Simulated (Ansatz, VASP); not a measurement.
Si in VASP and in Ansatz

The input INCAR:

```
SYSTEM = Si
  PREC = Accurate
  ENCUT = 520
  EDIFF = 1E-7
  ISMEAR = 0
  SIGMA = 0.1
  LREAL = .FALSE.
  LASPH = .TRUE.
  NELM = 80
  ALGO = Normal
  ISIF = 2
  LWAVE = .FALSE.
  LCHARG = .FALSE.
  GGA = PE
  NBANDS = 16
```

Contents of KPOINTS:

```
regular mesh
0
G
  6 6 6
  0 0 0
```

POSCAR

```
Si
1.0
   -1.8967080300      3.1049058900      3.1881678700
    1.8967080300     -3.1049058900      3.1881678700
    1.8967080300      3.1049058900     -3.1881678700
Si
4
Direct
    0.9115308200      0.3404630000      0.5710678200
    0.7306048300      0.6595370000      0.0710678200
    0.0884691800      0.6595370000      0.4289321800
    0.2693951700      0.3404630000      0.9289321800
```

Input for Ansatz:

```yaml
crystal:
  lattice:
    - [-1.89670803, 3.10490589, 3.18816787]
    - [1.89670803, -3.10490589, 3.18816787]
    - [1.89670803, 3.10490589, -3.18816787]
  atoms:
    - { symbol: Si, position: [0.91153082, 0.340463, 0.57106782] }
    - { symbol: Si, position: [0.73060483, 0.659537, 0.07106782] }
    - { symbol: Si, position: [0.08846918, 0.659537, 0.42893218] }
    - { symbol: Si, position: [0.26939517, 0.340463, 0.92893218] }
basis:
  ecutwfc: 420
kpoints:
  mp_grid: { grid: [6, 6, 6] }
hamiltonian:
  xc: pbe
scf:
  occupations: { method: gaussian, width: 0.1 }
  lower_state_search: "off"
output:
  forces: true
  stress: true
  eigenvalues: true
```

Alike in both runs: task single point; functional PBE; k mesh 6 × 6 × 6; occupations gaussian, width 0.1 eV; no spin polarisation.

|  | VASP | Ansatz |
| --- | --- | --- |
| version | VASP 6.6.1 | Ansatz 0.2.0 |
| potentials or method | VASP PAW PBE potentials, release 64 (Si), cutoff 520 eV | scalar-relativistic, plane waves, PAW |
| valence electrons in the cell | 16 | 16 |

```tsv
	VASP	Ansatz	Ansatz less VASP
gap on the k mesh at the Fermi level (eV)	none	none	-
pressure (GPa)	23.1	23.2	+0.11
traceless stress, the component that is largest in VASP (GPa)	-2.76	-2.74	+0.014
rms of the force components (eV/Å)	0.886	0.888	+0.0027
```

Atom by atom the forces differ by 0.003 eV/Å (rms over components). A gap of «none» marks a metal or a gap that the smearing closes.
